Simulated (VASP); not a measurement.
# Si2Mo (I4mm) in VASP: single point with PBE

Aim: the single point of Si2Mo with PBE.

All numbers are computed with VASP 6.6.1; they aren't measurements. Logs are shortened: lines on timing, memory, paths and dates and some standing lists are left out, and cuts for length are marked.

## (1) The cell of the first run

Symmetry: I4mm, No. 107, tetragonal system. The conventional cell has a = 3.217 Å, b = 3.217 Å, c = 7.873 Å, α = 90.00°, β = 90.00°, γ = 90.00°. Within 3.3 Å of Si (site symmetry 4mm) lie 5 Mo at 2.48 to 2.94 Å and 9 Si at 2.60 to 3.22 Å. Within 3.3 Å of Si (site symmetry 4mm) lie 5 Mo at 2.34 to 2.78 Å and 9 Si at 2.60 to 3.22 Å. Within 3.3 Å of Mo (site symmetry 4mm) lie 10 Si at 2.34 to 2.94 Å and 4 Mo at 3.22 Å.

## (2) Single point, PBE (atom 3 (Mo) moved by (+0.000, -0.300) A along [1 1 0] and z)

The input, INCAR:

```
SYSTEM = Si2Mo
  PREC = Accurate
  ENCUT = 520
  EDIFF = 1E-6
  ISMEAR = 0
  SIGMA = 0.15
  LREAL = .False.
  LASPH = .True.
  NELM = 60
  ALGO = Normal
  ISIF = 2
  LWAVE = .False.
  LCHARG = .False.
  GGA = PE
  NBANDS = 18
```

The input, KPOINTS:

```
regular mesh
0
Gamma
  20 20 20
  0 0 0
```

The input, POSCAR:

```
Si2Mo
1.0
   -1.6084236970      1.6084236970      3.9365099589
    1.6084236970     -1.6084236970      3.9365099589
    1.6084236970      1.6084236970     -3.9365099589
Si Mo
2 1
Direct
    0.3350991346      0.3350991346      0.0000000000
    0.6649008654      0.6649008654      0.0000000000
   -0.0381048191     -0.0381048191      0.0000000000
```

Potentials or basis: VASP PAW PBE potentials, release 64 (Si, Mo_sv).

The run is started by

```
cat potpaw_PBE.64/Si/POTCAR potpaw_PBE.64/Mo_sv/POTCAR > POTCAR
mpirun -np 1 vasp_std > vasp.out
```

OUTCAR:

```text
SYSTEM = Si2Mo
   PREC = Accurate
   ENCUT = 520
   EDIFF = 1E-6
   ISMEAR = 0
   LREAL = .False.
   LASPH = .True.
   NELM = 60
   ISIF = 2
   GGA = PE

 ion  position               nearest neighbor table
   1  0.335  0.335  0.000-   3 2.48   3 2.48   3 2.48   3 2.48   2 2.60   2 2.64   2 2.64   2 2.64
                             2 2.64   3 2.94
   2  0.665  0.665  0.000-   3 2.34   1 2.60   1 2.64   1 2.64   1 2.64   1 2.64   3 2.78   3 2.78
                             3 2.78   3 2.78
   3  0.962  0.962  0.000-   2 2.34   1 2.48   1 2.48   1 2.48   1 2.48   2 2.78   2 2.78   2 2.78
                             2 2.78   1 2.94

  LATTYP: Found a body centered tetragonal cell.
 ALAT       =     3.2168473940
 C/A-ratio  =     2.4474334507

  Lattice vectors:

 A1 = (  -1.6084236970,   1.6084236970,   3.9365099589)
 A2 = (   1.6084236970,  -1.6084236970,   3.9365099589)
 A3 = (   1.6084236970,   1.6084236970,  -3.9365099589)

Analysis of symmetry for initial positions (statically):
=====================================================================
 Subroutine PRICEL returns:
 Original cell was already a primitive cell.

 Routine SETGRP: Setting up the symmetry group for a
 body centered tetragonal supercell.

 Subroutine GETGRP returns: Found  8 space group operations
 (whereof  8 operations were pure point group operations)
 out of a pool of 16 trial point group operations.

The static configuration has the point symmetry C_4v.

Analysis of symmetry for dynamics (positions and initial velocities):
=====================================================================
 Subroutine PRICEL returns:
 Original cell was already a primitive cell.

 Routine SETGRP: Setting up the symmetry group for a
 body centered tetragonal supercell.

 Subroutine GETGRP returns: Found  8 space group operations
 (whereof  8 operations were pure point group operations)
 out of a pool of 16 trial point group operations.

The dynamic configuration has the point symmetry C_4v.

 Subroutine INISYM returns: Found  8 space group operations
 (whereof  8 operations are pure point group operations),
 and found     1 'primitive' translations

----------------------------------------------------------------------------------------

                                     Primitive cell

  volume of cell :      40.7354

  direct lattice vectors                    reciprocal lattice vectors
    -1.608423697  1.608423697  3.936509959     0.000000000  0.310863363  0.127016064
     1.608423697 -1.608423697  3.936509959     0.310863363  0.000000000  0.127016064
     1.608423697  1.608423697 -3.936509959     0.310863363  0.310863363  0.000000000

  length of vectors
     4.546445231  4.546445231  4.546445231     0.335811124  0.335811124  0.439627184

  position of ions in fractional coordinates (direct lattice)
     0.335099135  0.335099135  0.000000000
     0.664900865  0.664900865  0.000000000
     0.961895181  0.961895181  0.000000000

  ion indices of the primitive-cell ions
   primitive index   ion index
                 1           1
                 2           2
                 3           3

----------------------------------------------------------------------------------------

 KPOINTS: regular mesh

Automatic generation of k-mesh.
 Grid dimensions read from file:
 generate k-points for:   20   20   20

 Generating k-lattice:

  Cartesian coordinates                     Fractional coordinates (reciprocal lattice)
     0.000000000  0.015543168  0.006350803     0.050000000  0.000000000 -0.000000000
     0.015543168  0.000000000  0.006350803     0.000000000  0.050000000 -0.000000000
     0.015543168  0.015543168  0.000000000     0.000000000  0.000000000  0.050000000

  Length of vectors
     0.016790556  0.016790556  0.021981359

  Shift w.r.t. Gamma in fractional coordinates (k-lattice)
     0.000000000  0.000000000  0.000000000

 Subroutine IBZKPT returns following result:
 ===========================================

 Found    641 irreducible k-points:

 Following reciprocal coordinates:
            Coordinates               Weight
  0.000000  0.000000  0.000000      1.000000
  0.050000 -0.000000  0.000000      8.000000
  0.100000 -0.000000  0.000000      8.000000
  0.150000 -0.000000  0.000000      8.000000
  0.200000 -0.000000  0.000000      8.000000
  0.250000  0.000000  0.000000      8.000000
[... 16 lines left out ...]
 -0.400000  0.050000 -0.000000     16.000000
 -0.350000  0.050000 -0.000000     16.000000
 [... further k-points ...]
   k-points           NKPTS =    641   k-points in BZ     NKDIM =    641   number of bands    NBANDS=     18
   number of dos      NEDOS =    301   number of ions     NIONS =      3
   total plane-waves  NPLWV =  46656
   dimension x,y,z NGX =    36 NGY =   36 NGZ =   36
   dimension x,y,z NGXF=    72 NGYF=   72 NGZF=   72
   ions per type =               2   1
   NGX,Y,Z   is equivalent  to a cutoff of  13.16, 13.16, 13.16 a.u.
   NGXF,Y,Z  is equivalent  to a cutoff of  26.33, 26.33, 26.33 a.u.
 SYSTEM =  Si2Mo
   PREC   = accura    normal or accurate (medium, high low for compatibility)
   ISTART =      0    job   : 0-new  1-cont  2-samecut
   ICHARG =      2    charge: 1-file 2-atom 10-const
   ISPIN  =      1    spin polarized calculation?
   LNONCOLLINEAR =      F non collinear calculations
   LSORBIT =      F    spin-orbit coupling
   LASPH  =      T    aspherical Exc in radial PAW
   ENCUT  =  520.0 eV  38.22 Ry    6.18 a.u.   8.45  8.45  8.45*2*pi/ulx,y,z
   NELM   =     60;   NELMIN=  2; NELMDL= -5     # of ELM steps
   EDIFF  = 0.1E-05   stopping-criterion for ELM
   LREAL  =      F    real-space projection
   EDIFFG = 0.1E-04   stopping-criterion for IOM
   NSW    =      0    number of steps for IOM
   IBRION =     -1    ionic relax: 0-MD 1-quasi-New 2-CG
   NFREE  =      0    steps in history (QN), initial steepest desc. (CG)
   ISIF   =      2    stress and relaxation
   ISYM   =      2    0-nonsym 1-usesym 2-fastsym
   POTIM  = 0.5000    time-step for ionic-motion
   TEBEG  =    0.0;   TEEND  =   0.0 temperature during run
   PSTRESS=    0.0 pullay stress
   NELECT =      22.0000    total number of electrons
   NUPDOWN=      -1.0000    fix difference up-down
   EMIN   =  10.00;   EMAX   =-10.00  energy-range for DOS
   EFERMI =   0.00;   METHOD = LEGACY
   ISMEAR =     0;   SIGMA  =   0.15  broadening in eV -4-tet -1-fermi 0-gaus
   EFERMI_NEDOS =   21; number of points for ismear=-14 and -15
   IALGO  =     38    algorithm
   IMIX   =      4    mixing-type and parameters
     AMIX     =   0.40;   BMIX     =  1.00
     AMIX_MAG =   1.60;   BMIX_MAG =  1.00
  volume/ion in A,a.u.               =      13.58        91.63
  Fermi-wavevector in a.u.,A,eV,Ry     =   1.333189  2.519361 24.182889  1.777392
  Thomas-Fermi vector in A             =   2.462066
   LORBIT       =      0    0 simple, 1 ext, 2 COOP (PROOUT), +10 PAW based schemes
   GGA     = PE    functional components
   LHFCALC =     F    Hartree Fock is set to
   AEXX    =    0.0000 exact exchange contribution
   IVDW    =     0    specifies the selected vdW correction
   LEPSILON=     F    determine dielectric tensor
   LRPA    =     F    only Hartree local field effects (RPA)
 non-spin polarized calculation
 Gauss-broadening in eV      SIGMA  =   0.15
  energy-cutoff  :      520.00
  volume of cell :       40.74
 maximum number of plane-waves:      1134
 NGX is ok and might be reduce to    36
   NGX = 17   NGY = 17   NGZ = 17

 number of electron      22.0000001 magnetization

 Free energy of the ion-electron system (eV)
  ---------------------------------------------------
  ext. energy  EPLUGINS =         0.00000000
  ---------------------------------------------------
  free energy    TOTEN  =       -22.67234079 eV

  energy without entropy =      -22.66911173  energy(sigma->0) =      -22.67072626

 E-fermi :  12.0641     XC(G=0): -12.3386

 val. band max:       12.0357450879   @ k =  -0.4500   0.5000   0.4500
 cond. band min:      12.0685769791   @ k =  -0.4000   0.5000   0.3500
 fundamental gap:      0.0328318913
 Fermi energy:        12.0640983413

 k-point     1 :       0.0000    0.0000    0.0000
  band No.  band energies     occupation
      1     -48.6196      2.00000
      2     -22.8140      2.00000
      3     -22.7156      2.00000
      4     -22.7156      2.00000
      5      -1.2233      2.00000
      6       5.6220      2.00000
[... 10 lines left out ...]
     17      17.2707      0.00000
     18      17.2707      0.00000

 k-point     2 :       0.0500   -0.0000    0.0000
  band No.  band energies     occupation
      1     -48.6192      2.00000
      2     -22.8136      2.00000
      3     -22.7218      2.00000
      4     -22.7150      2.00000
      5      -1.1781      2.00000
      6       5.6268      2.00000
[... 10 lines left out ...]
     17      17.2885      0.00000
     18      17.6380      0.00000

 k-point     3 :       0.1000   -0.0000    0.0000
  band No.  band energies     occupation
      1     -48.6179      2.00000
      2     -22.8123      2.00000
      3     -22.7398      2.00000
      4     -22.7134      2.00000
      5      -1.0436      2.00000
      6       5.6344      2.00000
[... 10 lines left out ...]
     17      17.3822      0.00000
     18      18.3504      0.00000

 k-point     4 :       0.1500   -0.0000    0.0000
  band No.  band energies     occupation
      1     -48.6160      2.00000
      2     -22.8104      2.00000
      3     -22.7676      2.00000
      4     -22.7108      2.00000
      5      -0.8222      2.00000
      6       5.6212      2.00000
[... 375 lines left out ...]
      4     -22.6984      2.00000
      5       1.9428      2.00000
      6       3.3352      2.00000
[... 10 lines left out ...]
     17      19.0167      0.00000
     18      19.7977      0.00000

 k-point    23 :      -0.4000    0.0500   -0.0000
  band No.  band energies     occupation
      1     -48.6032      2.00000
      2     -22.9407      2.00000
      3     -22.7957      2.00000
      4     -22.7001      2.00000
      5       1.3457      2.00000
      6       3.9503      2.00000
[... 10 lines left out ...]
     17      19.0989      0.00000
     18      20.5619      0.00000

 k-point    24 :      -0.3500    0.0500   -0.0000
  band No.  band energies     occupation
      1     -48.6052      2.00000
      2     -22.9136      2.00000
      3     -22.7976      2.00000
      4     -22.7027      2.00000
      5       0.7889      2.00000
      6       4.5406      2.00000
[... 10 lines left out ...]
     17      19.1997      0.00000
     18      20.7303      0.00000

 [... further k-points ...]

------------------------ aborting loop because EDIFF is reached ----------------------------------------

  FORCE on cell =-STRESS in cart. coord.  units (eV):
  Direction    XX          YY          ZZ          XY          YZ          ZX
  --------------------------------------------------------------------------------------
  -------------------------------------------------------------------------------------
  Total        1.2996415      1.2996415      3.6405683      0.0000000      0.0000000      0.0000000
  in kB       51.1165912     51.1165912    143.1882867      0.0000000      0.0000000      0.0000000
  external PRESSURE =      81.8071563 kB  Pullay stress =       0.0000000 kB

 VOLUME and BASIS-vectors are now :
 -----------------------------------------------------------------------------
  energy-cutoff  :      520.00
  volume of cell :       40.74
      direct lattice vectors                 reciprocal lattice vectors
    -1.608423697  1.608423697  3.936509959     0.000000000  0.310863363  0.127016064
     1.608423697 -1.608423697  3.936509959     0.310863363  0.000000000  0.127016064
     1.608423697  1.608423697 -3.936509959     0.310863363  0.310863363  0.000000000

 POSITION                                       TOTAL-FORCE (eV/Angst)
 -----------------------------------------------------------------------------------
      0.00000      0.00000      2.63824         0.000000      0.000000     -1.639128
      0.00000      0.00000      5.23478        -0.000000     -0.000000     -2.506122
      0.00000      0.00000      7.57302        -0.000000     -0.000000      4.145251
 -----------------------------------------------------------------------------------
    total drift:                                0.000000      0.000000      0.000041

  FREE ENERGIE OF THE ION-ELECTRON SYSTEM (eV)
  ---------------------------------------------------
  free  energy   TOTEN  =       -22.6723407907 eV

  energy  without entropy=      -22.6691117323  energy(sigma->0) =      -22.67072626
```

Wall time 8.3 min (1 thread of Intel Xeon Platinum 8259CL at 2.50GHz (Skylake/Cascade Lake), shared host); peak memory 0.56 GiB.

Results:

* Free energy: -22.6723 eV
* Pressure: 8.2 GPa
* Largest force: 4.145 eV/Å
* Band gap on the k mesh: zero (bands 11 and 12 overlap by 0.50 eV)

Forces in eV/Å, atoms in the order of the input:
```
Si   0.000  0.000 -1.639
Si   0.000  0.000 -2.506
Mo   0.000  0.000  4.145
```

Caveat: the cell differs from its parent crystal (atom 3 (Mo) moved by (+0.000, -0.300) A along [1 1 0] and z); the stress differs along the axes, from 5 to 14 GPa; forces of over 1 eV/Å act on the atoms, so gaps and moduli don't describe the material at rest.

The gap in the log of VASP goes by the Fermi energy; the results here count the filled bands.